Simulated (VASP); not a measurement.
Write the native input for VASP 6.6.1 that does the following.

| Item | Value |
| --- | --- |
| Task | single point |
| Functional | PBE |
| Potentials or basis | VASP PAW PBE potentials, release 64 (Ti_sv, O) |
| Cutoff | 520 eV |
| k mesh | 4 × 4 × 4 |
| Occupations | fermi-dirac, width 0.003 eV |
| Spin | collinear spin |
| Starting moments | [1.0, 1.0, 1.0, 1.0, 0.0, 0.0, 0.0, 0.0, 0.0, 0.0, 0.0, 0.0] μB |
| Hubbard terms | Ti d U = 6.9 eV |
| Dipole correction | no |
| Further INCAR settings | ALGO = Normal; EDIFF = 1e-06; NBANDS = 64 |

The structure of TiO2 lies in POSCAR:

```
TiO2
1.0
    4.5890000000      0.0000000000      0.0000000000
    0.0000000000      4.8490000000      0.0000000000
   -0.7082000000      0.0000000000      4.6827500000
Ti O
4 8
Direct
    0.3090000000      0.0450000000      0.2180000000
    0.6910000000      0.5450000000      0.2820000000
    0.6910000000      0.9550000000      0.7820000000
    0.3090000000      0.4550000000      0.7180000000
    0.0560000000      0.3470000000      0.2820000000
    0.9440000000      0.8470000000      0.2180000000
    0.9440000000      0.6530000000      0.7180000000
    0.0560000000      0.1530000000      0.7820000000
    0.4250000000      0.7270000000      0.4630000000
    0.5750000000      0.2270000000      0.0370000000
    0.5750000000      0.2730000000      0.5370000000
    0.4250000000      0.7730000000      0.9630000000
```

These files were run (other wordings do the same):

INCAR

```
SYSTEM = TiO2
PREC = Accurate
ENCUT = 520
EDIFF = 1E-6
ISMEAR = -1
SIGMA = 0.003
LREAL = .False.
LASPH = .True.
NELM = 150
ALGO = Normal
ISIF = 2
LWAVE = .False.
LCHARG = .False.
ISPIN = 2
MAGMOM = 1 1 1 1 0 0 0 0 0 0 0 0
LORBIT = 11
LMAXMIX = 4
LDAU = .True.
LDAUTYPE = 2
LDAUL = 2 -1
LDAUU = 6.9 0
LDAUJ = 0 0
LDAUPRINT = 1
GGA = PE
NBANDS = 64
```

KPOINTS

```
regular mesh
0
Gamma
  4 4 4
  0 0 0
```

Potentials or basis: VASP PAW PBE potentials, release 64 (Ti_sv, O).

The run is started by

```sh
$ cat potpaw_PBE.64/Ti_sv/POTCAR potpaw_PBE.64/O/POTCAR > POTCAR
$ mpirun -np 1 vasp_std > vasp.out
```

It gave:

```yaml
Pressure: 55.3 GPa
Largest_force: 7.001 eV/Å
Band_gap_on_the_k_mesh: 1.86 eV
Net_moment: 0.00 μB per cell
Valence_electrons_inside_the_program's_atomic_spheres: Ti 10.25; O 5.08, 5.24 (each value once)
```

Caveat: the cell stands under pressure; forces of over 1 eV/Å act on the atoms, so gaps and moduli don't describe the material at rest.

Wall time 5.6 min on 1 thread of Oxide Virtual Turin-like Processor, on a shared host, peak memory 0.37 GiB.
